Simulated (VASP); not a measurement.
Runs of VASP 6.6.1 on Sc2BSb3. The structure is that of space group P-4m2 (No. 115), or close to it. The cells are those of the table. 

| task | cell | k mesh | cutoff (eV) | gap on the mesh (eV) | pressure (GPa) | relaxed volume (Å³/atom) | largest force (eV/Å) |
| --- | --- | --- | --- | --- | --- | --- | --- |
| single point | a = 3.769, b = 3.769, c = 8.820 Å, 6 atoms | 4 × 4 × 2 | 520 | none | 0.0 | - | 0.01 |
| relaxation of cell and atoms | relaxed from a = 3.769, b = 3.769, c = 8.820 Å, 6 atoms | 10 × 10 × 4 | 600 | none | 0.0 | 20.82 | 0.01 |
| single point | a = 3.840, b = 3.840, c = 8.343 Å, 6 atoms | 4 × 4 × 2 | 520 | none | 2.5 | - | (a) |
| relaxation of cell and atoms | relaxed from a = 3.840, b = 3.840, c = 8.343 Å, 6 atoms | 4 × 4 × 2 | 600 | none | 0.2 | 20.84 | 0.03 |
| single point | a = 3.714, b = 3.714, c = 9.049 Å, 6 atoms | 10 × 10 × 4 | 520 | none | 0.0 | - | 0.01 |

Alike in all rows: level PBE; potentials or basis VASP PAW PBE potentials, release 64 (Sc_sv, B, Sb); no spin polarisation; smearing gaussian 0.1 eV.

Estimate the missing entries.

(a) 0.96.

Caveats: some runs use coarse meshes; spin-orbit coupling is left out, which moves the levels of the heavy elements.

A k mesh can miss the band edges, and the runs leave out spin-orbit coupling on Sb.

A gap of «none» marks levels without a gap at the run's occupations.
